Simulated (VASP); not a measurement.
# C (Pm-3m) in VASP: further runs, part 2 of 2

VASP 6.6.1.

### Step 3. Single point, PBE

This run uses another cell than the first one, of 5.22 Å³/atom, 0.977 times its volume.

File INCAR:

```
ALGO = Normal
EDIFF = 1E-7
ENCUT = 520
GGA = PE
ISIF = 2
ISMEAR = -1
LASPH = T
LCHARG = F
LREAL = F
LWAVE = F
NBANDS = 8
NELM = 80
PREC = Accurate
SIGMA = 0.1
```

File KPOINTS:

```
k-points
0
Gamma
  11 11 11
```

File POSCAR:

```
C
1.0
    1.7343728941      0.0000000000      0.0000000000
    0.0000000000      1.7343728941      0.0000000000
    0.0000000000      0.0000000000      1.7343728941
C
1
Direct
    0.0000000000      0.0000000000      0.0000000000
```

Potentials or basis: VASP PAW PBE potentials, release 64 (C).

Run with:

```console
$ cat potpaw_PBE.64/C/POTCAR > POTCAR
$ mpirun -np 1 vasp_std > vasp.out
```

OUTCAR:

```text
EDIFF = 1E-7
   ENCUT = 520
   GGA = PE
   ISIF = 2
   ISMEAR = -1
   LASPH = T
   LREAL = F
   NELM = 80
   PREC = Accurate

 ion  position               nearest neighbor table
   1  0.000  0.000  0.000-

  LATTYP: Found a simple cubic cell.
 ALAT       =     1.7343728941

  Lattice vectors:

 A1 = (   1.7343728941,   0.0000000000,   0.0000000000)
 A2 = (   0.0000000000,   1.7343728941,   0.0000000000)
 A3 = (   0.0000000000,   0.0000000000,   1.7343728941)

Analysis of symmetry for initial positions (statically):
=====================================================================
 Subroutine PRICEL returns:
 Original cell was already a primitive cell.

 Routine SETGRP: Setting up the symmetry group for a
 simple cubic supercell.

 Subroutine GETGRP returns: Found 48 space group operations
 (whereof 48 operations were pure point group operations)
 out of a pool of 48 trial point group operations.

The static configuration has the point symmetry O_h .

Analysis of symmetry for dynamics (positions and initial velocities):
=====================================================================
 Subroutine PRICEL returns:
 Original cell was already a primitive cell.

 Routine SETGRP: Setting up the symmetry group for a
 simple cubic supercell.

 Subroutine GETGRP returns: Found 48 space group operations
 (whereof 48 operations were pure point group operations)
 out of a pool of 48 trial point group operations.

The dynamic configuration has the point symmetry O_h .

 Subroutine INISYM returns: Found 48 space group operations
 (whereof 48 operations are pure point group operations),
 and found     1 'primitive' translations

----------------------------------------------------------------------------------------

                                     Primitive cell

  volume of cell :       5.2171

  direct lattice vectors                    reciprocal lattice vectors
     1.734372894  0.000000000  0.000000000     0.576577277  0.000000000  0.000000000
     0.000000000  1.734372894  0.000000000     0.000000000  0.576577277  0.000000000
     0.000000000  0.000000000  1.734372894     0.000000000  0.000000000  0.576577277

  length of vectors
     1.734372894  1.734372894  1.734372894     0.576577277  0.576577277  0.576577277

  position of ions in fractional coordinates (direct lattice)
     0.000000000  0.000000000  0.000000000

  ion indices of the primitive-cell ions
   primitive index   ion index
                 1           1

----------------------------------------------------------------------------------------

 KPOINTS: k-points

Automatic generation of k-mesh.
 Grid dimensions read from file:
 generate k-points for:   11   11   11

 Generating k-lattice:

  Cartesian coordinates                     Fractional coordinates (reciprocal lattice)
     0.052416116  0.000000000  0.000000000     0.090909091  0.000000000  0.000000000
     0.000000000  0.052416116  0.000000000     0.000000000  0.090909091  0.000000000
     0.000000000  0.000000000  0.052416116     0.000000000  0.000000000  0.090909091

  Length of vectors
     0.052416116  0.052416116  0.052416116

  Shift w.r.t. Gamma in fractional coordinates (k-lattice)
     0.000000000  0.000000000  0.000000000

 Subroutine IBZKPT returns following result:
 ===========================================

 Found     56 irreducible k-points:

 Following reciprocal coordinates:
            Coordinates               Weight
  0.000000  0.000000  0.000000      1.000000
  0.090909  0.000000  0.000000      6.000000
  0.181818  0.000000  0.000000      6.000000
  0.272727  0.000000  0.000000      6.000000
  0.363636  0.000000  0.000000      6.000000
  0.454545  0.000000  0.000000      6.000000
[... 16 lines left out ...]
  0.181818  0.090909  0.090909     24.000000
  0.272727  0.090909  0.090909     24.000000
 [... further k-points ...]
   k-points           NKPTS =     56   k-points in BZ     NKDIM =     56   number of bands    NBANDS=      8
   number of dos      NEDOS =    301   number of ions     NIONS =      1
   total plane-waves  NPLWV =   2744
   dimension x,y,z NGX =    14 NGY =   14 NGZ =   14
   dimension x,y,z NGXF=    28 NGYF=   28 NGZF=   28
   ions per type =               1
   NGX,Y,Z   is equivalent  to a cutoff of  13.42, 13.42, 13.42 a.u.
   NGXF,Y,Z  is equivalent  to a cutoff of  26.84, 26.84, 26.84 a.u.
 SYSTEM =  unknown system
   PREC   = accura    normal or accurate (medium, high low for compatibility)
   ISTART =      0    job   : 0-new  1-cont  2-samecut
   ICHARG =      2    charge: 1-file 2-atom 10-const
   ISPIN  =      1    spin polarized calculation?
   LNONCOLLINEAR =      F non collinear calculations
   LSORBIT =      F    spin-orbit coupling
   LASPH  =      T    aspherical Exc in radial PAW
   ENCUT  =  520.0 eV  38.22 Ry    6.18 a.u.   3.22  3.22  3.22*2*pi/ulx,y,z
   NELM   =     80;   NELMIN=  2; NELMDL= -5     # of ELM steps
   EDIFF  = 0.1E-06   stopping-criterion for ELM
   LREAL  =      F    real-space projection
   EDIFFG = 0.1E-05   stopping-criterion for IOM
   NSW    =      0    number of steps for IOM
   IBRION =     -1    ionic relax: 0-MD 1-quasi-New 2-CG
   NFREE  =      0    steps in history (QN), initial steepest desc. (CG)
   ISIF   =      2    stress and relaxation
   ISYM   =      2    0-nonsym 1-usesym 2-fastsym
   POTIM  = 0.5000    time-step for ionic-motion
   TEBEG  =    0.0;   TEEND  =   0.0 temperature during run
   PSTRESS=    0.0 pullay stress
   NELECT =       4.0000    total number of electrons
   NUPDOWN=      -1.0000    fix difference up-down
   EMIN   =  10.00;   EMAX   =-10.00  energy-range for DOS
   EFERMI =   0.00;   METHOD = LEGACY
   ISMEAR =    -1;   SIGMA  =   0.10  broadening in eV -4-tet -1-fermi 0-gaus
   EFERMI_NEDOS =   21; number of points for ismear=-14 and -15
   IALGO  =     38    algorithm
   IMIX   =      4    mixing-type and parameters
     AMIX     =   0.40;   BMIX     =  1.00
     AMIX_MAG =   1.60;   BMIX_MAG =  1.00
  volume/ion in A,a.u.               =       5.22        35.21
  Fermi-wavevector in a.u.,A,eV,Ry     =   1.498370  2.831508 30.546605  2.245112
  Thomas-Fermi vector in A             =   2.610138
   LORBIT       =      0    0 simple, 1 ext, 2 COOP (PROOUT), +10 PAW based schemes
   GGA     = PE    functional components
   LHFCALC =     F    Hartree Fock is set to
   AEXX    =    0.0000 exact exchange contribution
   IVDW    =     0    specifies the selected vdW correction
   LEPSILON=     F    determine dielectric tensor
   LRPA    =     F    only Hartree local field effects (RPA)
 non-spin polarized calculation
  energy-cutoff  :      520.00
  volume of cell :        5.22
 maximum number of plane-waves:       147
 NGX is ok and might be reduce to    14
   NGX =  7   NGY =  7   NGZ =  7

 number of electron       4.0000001 magnetization

 Free energy of the ion-electron system (eV)
  ---------------------------------------------------
  ext. energy  EPLUGINS =         0.00000000
  ---------------------------------------------------
  free energy    TOTEN  =        -6.48094866 eV

  energy without entropy =       -6.47759222  energy(sigma->0) =       -6.47927044

 E-fermi :  12.1969     XC(G=0): -14.1669

 val. band max:       11.3137413404   @ k =   0.2727   0.1818   0.1818
 cond. band min:      12.2780392732   @ k =   0.4545   0.3636   0.3636
 fundamental gap:      0.9642979328
 Fermi energy:        12.1969016516

 k-point     1 :       0.0000    0.0000    0.0000
  band No.  band energies     occupation
      1     -11.2160      2.00000
      2      21.8151      0.00000
      3      21.8151      0.00000
      4      21.8151      0.00000
      5      38.1232      0.00000
      6      38.1232      0.00000
      7      44.7569      0.00000
      8      70.3334      0.00000

 k-point     2 :       0.0909    0.0000    0.0000
  band No.  band energies     occupation
      1     -10.8779      2.00000
      2      19.4491      0.00000
      3      22.0472      0.00000
      4      22.0472      0.00000
      5      38.5043      0.00000
      6      40.7006      0.00000
      7      44.7306      0.00000
      8      68.2495      0.00000
[... 221 lines left out ...]
 k-point    23 :       0.1818    0.0909    0.0909
  band No.  band energies     occupation
      1      -9.1949      2.00000
      2      14.9899      0.00000
      3      19.9956      0.00000
      4      22.0699      0.00000
      5      43.2957      0.00000
      6      43.3334      0.00000
      7      47.4696      0.00000
      8      60.0642      0.00000

 k-point    24 :       0.2727    0.0909    0.0909
  band No.  band energies     occupation
      1      -7.5195      2.00000
      2      10.1419      2.00000
      3      21.0921      0.00000
      4      23.0733      0.00000
      5      41.8276      0.00000
      6      44.7103      0.00000
      7      52.1012      0.00000
      8      54.7548      0.00000

 [... further k-points ...]
[... 5 lines left out ...]
  --------------------------------------------------------------------------------------
  -------------------------------------------------------------------------------------
  Total        0.6662323      0.6662323      0.6662323      0.0000000      0.0000000     -0.0000000
  in kB      204.6014982    204.6014982    204.6014982      0.0000000      0.0000000     -0.0000000
  external PRESSURE =     204.6014982 kB  Pullay stress =       0.0000000 kB

 VOLUME and BASIS-vectors are now :
 -----------------------------------------------------------------------------
  energy-cutoff  :      520.00
  volume of cell :        5.22
      direct lattice vectors                 reciprocal lattice vectors
     1.734372894  0.000000000  0.000000000     0.576577277  0.000000000  0.000000000
     0.000000000  1.734372894  0.000000000     0.000000000  0.576577277  0.000000000
     0.000000000  0.000000000  1.734372894     0.000000000  0.000000000  0.576577277

 POSITION                                       TOTAL-FORCE (eV/Angst)
 -----------------------------------------------------------------------------------
      0.00000      0.00000      0.00000         0.000000      0.000000      0.000000
 -----------------------------------------------------------------------------------
    total drift:                               -0.000000     -0.000000     -0.000000

  FREE ENERGIE OF THE ION-ELECTRON SYSTEM (eV)
  ---------------------------------------------------
  free  energy   TOTEN  =        -6.4809486620 eV

  energy  without entropy=       -6.4775922248  energy(sigma->0) =       -6.47927044
```

OSZICAR:

```text
N       E                     dE             d eps       ncg     rms          rms(c)
DAV:   1    -0.505082823960E+01   -0.50508E+01   -0.29241E+03  1040   0.522E+02
DAV:   2    -0.649953235323E+01   -0.14487E+01   -0.14310E+01  1136   0.299E+01
DAV:   3    -0.650226139157E+01   -0.27290E-02   -0.27290E-02  1048   0.133E+00
DAV:   4    -0.650226185677E+01   -0.46519E-06   -0.46548E-06  1320   0.163E-02
DAV:   5    -0.650226185661E+01    0.15996E-09   -0.14185E-10  1056   0.636E-05    0.217E+00
DAV:   6    -0.648391553877E+01    0.18346E-01   -0.14684E-02   992   0.797E-01    0.135E+00
DAV:   7    -0.648079515996E+01    0.31204E-02   -0.20404E-02   920   0.100E+00    0.179E-01
DAV:   8    -0.648095003209E+01   -0.15487E-03   -0.29416E-04   976   0.141E-01    0.184E-02
DAV:   9    -0.648094790568E+01    0.21264E-05   -0.19331E-05  1136   0.305E-02    0.930E-03
DAV:  10    -0.648094867650E+01   -0.77082E-06   -0.38761E-07  1056   0.549E-03    0.959E-04
DAV:  11    -0.648094866202E+01    0.14475E-07   -0.29139E-08   944   0.147E-03
   1 F= -.64809487E+01 E0= -.64792704E+01  d E =-.335644E-02
```

stdout:

```text
POSCAR found type information on POSCAR C
 POSCAR found :  1 types and       1 ions
 scaLAPACK will be used
 LDA part: xc-table for (Slater+PW92), standard interpolation
 POSCAR, INCAR and KPOINTS ok, starting setup
 FFT: planning ... GRIDC
 FFT: planning ... GRID_SOFT
 FFT: planning ... GRID
 WAVECAR not read
 entering main loop
```

Run time: 1.4 s. Hardware: 1 thread of Intel Xeon 6975P-C, shared host; peak memory 0.1 GiB.

Results:

```
Free energy            : -6.4809 eV
Pressure               : 20.5 GPa
Band gap on the k mesh : zero (band 2 reaches 21.82 eV, above the bottom of band 3 at 10.42 eV)
```

Levels at points of the mesh, in eV from the Fermi level:
| k point | band 1 | band 2 | band 3 | band 4 | band 5 |
| --- | --- | --- | --- | --- | --- |
| (0.00, 0.00, 0.00) | -23.41 | 9.62 | 9.62 | 9.62 | 25.93 |

### Step 4. Relaxation of cell and atoms, PBE

This run uses another cell than the first one, of 7.41 Å³/atom, 1.388 times its volume.

File INCAR:

```
ALGO = Normal ; EDIFF = 1E-7
EDIFFG = -0.02 ; ENCUT = 600
GGA = PE ; IBRION = 2
ISIF = 3 ; ISMEAR = -1
LASPH = True ; LCHARG = False
LREAL = False ; LWAVE = False
NELM = 80 ; NSW = 80
PREC = Accurate ; SIGMA = 0.1
```

KPOINTS is that of step 3.

File POSCAR:

```
C
1.0
    1.9500000000      0.0000000000      0.0000000000
    0.0000000000      1.9500000000      0.0000000000
    0.0000000000      0.0000000000      1.9500000000
C
1
Direct
    0.0000000000      0.0000000000      0.0000000000
```

Run with:

```console
$ cat potpaw_PBE.64/C/POTCAR > POTCAR
$ mpirun -np 1 vasp_std > vasp.out
```

Wall time 4.4 s (1 thread of Intel Xeon 6975P-C, shared host); peak memory 0.11 GiB.

Results (log left out):

* Free energy: -6.5049 eV
* Relaxed volume: 5.47 Å³/atom
* Relaxed cell: a = 1.762 Å, b = 1.762 Å, c = 1.762 Å, α = 90.00°, β = 90.00°, γ = 90.00°
* Space group after relaxing (to 0.05 Å): Pm-3m (No. 221)
* Energy gained by relaxing: 433.3 meV/atom
* Ionic steps: 3
* Pressure after relaxing: 0.4 GPa
* Band gap on the k mesh: zero (band 2 reaches 20.62 eV, above the bottom of band 3 at 9.40 eV)

Step by step:
```
step  energy change (eV)  largest force (eV/Å)  pressure (GPa)  volume (Å³)
   1              0.0000                0.0000          -52.49         7.41
   2             -0.3995                0.0000           30.37         5.10
   3             -0.4333                0.0000            0.40         5.47
```

Final structure:
```cif
data_structure
_symmetry_space_group_name_H-M 'P 1'
_symmetry_Int_Tables_number 1
_cell_length_a 1.7625
_cell_length_b 1.7625
_cell_length_c 1.7625
_cell_angle_alpha 90.000
_cell_angle_beta 90.000
_cell_angle_gamma 90.000
_cell_volume 5.47
loop_
_atom_site_label
_atom_site_type_symbol
_atom_site_fract_x
_atom_site_fract_y
_atom_site_fract_z
_atom_site_occupancy
C1 C 0.00000 0.00000 0.00000 1
```

Levels at points of the mesh, in eV from the Fermi level:
```
           k point  band 1  band 2  band 3  band 4  band 5  band 6
(0.00, 0.00, 0.00)  -22.66    9.22    9.22    9.22   25.43   25.43
```

Caveat: the volume moved by over 15 % at a fixed basis, so the end points are rough.

### Step 5. Relaxation of cell and atoms, PBE, target pressure 5 GPa, at which the enthalpy is minimised

This run uses another cell than the first one, of 7.41 Å³/atom, 1.388 times its volume.

File INCAR:

```
PREC = Accurate
ENCUT = 600
EDIFF = 1E-7
ISMEAR = -1
SIGMA = 0.1
LREAL = False
LASPH = True
NELM = 60
ALGO = Normal
ISIF = 3
LWAVE = False
LCHARG = False
GGA = PE
IBRION = 2
NSW = 80
EDIFFG = -0.02
PSTRESS = 50.0
```

File KPOINTS:

```
regular mesh
0
Gamma
  11 11 11
```

POSCAR is that of step 4.

Run with:

```console
$ cat potpaw_PBE.64/C/POTCAR > POTCAR
$ mpirun -np 1 vasp_std > vasp.out
```

Wall time 3.6 s (1 thread of Intel Xeon 6975P-C, shared host); peak memory 0.11 GiB.

The run converged. Its results:

| Quantity | Value |
| --- | --- |
| Free energy | -6.5037 eV |
| Relaxed volume | 5.40 Å³/atom |
| Relaxed cell | a = 1.755 Å, b = 1.755 Å, c = 1.755 Å, α = 90.00°, β = 90.00°, γ = 90.00° |
| Space group after relaxing (to 0.05 Å) | Pm-3m (No. 221) |
| Energy change on relaxing (the enthalpy is what falls) | -432.0 meV/atom |
| Ionic steps | 3 |
| Pressure after relaxing | 5.2 GPa |
| Band gap on the k mesh | zero (band 2 reaches 20.94 eV, above the bottom of band 3 at 9.66 eV) |

The path:
| step | energy change (eV) | largest force (eV/Å) | pressure (GPa) | volume (Å³) |
| --- | --- | --- | --- | --- |
| 1 | 0.0000 | 0.0000 | -52.49 | 7.41 |
| 2 | -0.3518 | 0.0000 | 50.37 | 4.91 |
| 3 | -0.4320 | 0.0000 | 5.22 | 5.40 |

Final structure:
```yaml
crystal:
  lattice:
    - [1.75493, 0.00000, 0.00000]
    - [0.00000, 1.75493, 0.00000]
    - [0.00000, 0.00000, 1.75493]
  atoms:
    - { symbol: C, position: [0.00000, 0.00000, 0.00000] }
```

Levels at points of the mesh, in eV from the Fermi level:
```csv
k point,band 1,band 2,band 3,band 4,band 5,band 6
"(0.00, 0.00, 0.00)",-22.86,9.32,9.32,9.32,25.56,25.56
```

Caveat: the cell is relaxed towards a set pressure, so the enthalpy falls and the energy may rise; the volume moved by over 15 % at a fixed basis, so the end points are rough.

### Step 6. Overview

| task | cell | cutoff (eV) | gap on the mesh (eV) | pressure (GPa) |
| --- | --- | --- | --- | --- |
| single point | a = 1.748 Å, 1 atom | 520 | none | 10.5 |
| single point | a = 1.734 Å, 1 atom | 520 | none | 20.5 |
| relaxation of cell and atoms | relaxed from a = 1.950 Å, 1 atom | 600 | none | 0.4 |
| relaxation of cell and atoms | relaxed to 5 GPa from a = 1.950 Å, 1 atom | 600 | none | 5.2 |

Alike in all rows: level PBE; potentials or basis VASP PAW PBE potentials, release 64 (C); no spin polarisation; k mesh 11 × 11 × 11; smearing fermi-dirac 0.1 eV.

Caveats: the volume moved by over 15 % at a fixed basis, so the end points are rough (some runs); the cell is relaxed towards a set pressure, so the enthalpy falls and the energy may rise (some runs).

Total energies depend on the potentials used, so only differences within one code and one set of settings carry meaning.
